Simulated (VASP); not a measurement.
Set up this calculation in VASP 6.6.1, as the native input.

```yaml
Task: relaxation of cell and atoms
Functional: PBEsol
Potentials_or_basis: VASP PAW PBE potentials, release 64 (Re)
Cutoff: 600 eV
k_mesh: 13 × 13 × 7
Occupations: gaussian, width 0.1 eV
Spin: no spin polarisation
Target_pressure: -2 GPa
Dipole_correction: no
Further_INCAR_settings: ALGO = Normal; EDIFF = 1e-06; IBRION = 2; EDIFFG = -0.05; NSW = 80; ISIF = 3
```

The structure of Re lies in POSCAR:

```
Re
1.0
    2.7608000000      0.0000000000      0.0000000000
   -1.3804000000      2.3909230000      0.0000000000
    0.0000000000      0.0000000000      4.4582000000
Re
2
Direct
    0.3333333333      0.6666666667      0.2500000000
    0.6666666667      0.3333333333      0.7500000000
```

These files were run (other wordings do the same):

INCAR

```
SYSTEM = Re
  PREC = Accurate
  ENCUT = 600
  EDIFF = 1E-6
  ISMEAR = 0
  SIGMA = 0.1
  LREAL = .FALSE.
  LASPH = .TRUE.
  NELM = 80
  ALGO = Normal
  ISIF = 3
  LWAVE = .FALSE.
  LCHARG = .FALSE.
  GGA = PS
  IBRION = 2
  NSW = 80
  EDIFFG = -0.05
  PSTRESS = -20.0
```

KPOINTS

```
Automatic mesh
0
G
  13 13 7
  0 0 0
```

Potentials or basis: VASP PAW PBE potentials, release 64 (Re).

Run with:

```bash
$ cat potpaw_PBE.64/Re/POTCAR > POTCAR
$ mpirun -np 1 vasp_std > vasp.out
```

It gave:

```yaml
Relaxed_volume: 14.63 Å³/atom
Relaxed_cell: a = 2.756 Å, b = 2.756 Å, c = 4.447 Å, α = 90.00°, β = 90.00°, γ = 120.00°
Space_group_after_relaxing_to_0.1_Å: P6_3/mmc (No. 194)
Energy_change_on_relaxing_the_run_minimises_the_enthalpy: -1.7 meV/atom
Ionic_steps: 3
Pressure_after_relaxing: -2.0 GPa
Band_gap_on_the_k_mesh: zero (bands 7 and 8 overlap by 2.81 eV)
```

Caveat: the cell is relaxed towards a set pressure, so the run minimises the enthalpy, not the energy; the PAW data sets were made with another functional, which shifts forces and pressure a little; spin-orbit coupling is left out, which moves the levels of the heavy elements.

Run time: 75 s on 1 thread of Intel Xeon 8259CL (shared host), peak memory 0.18 GiB.
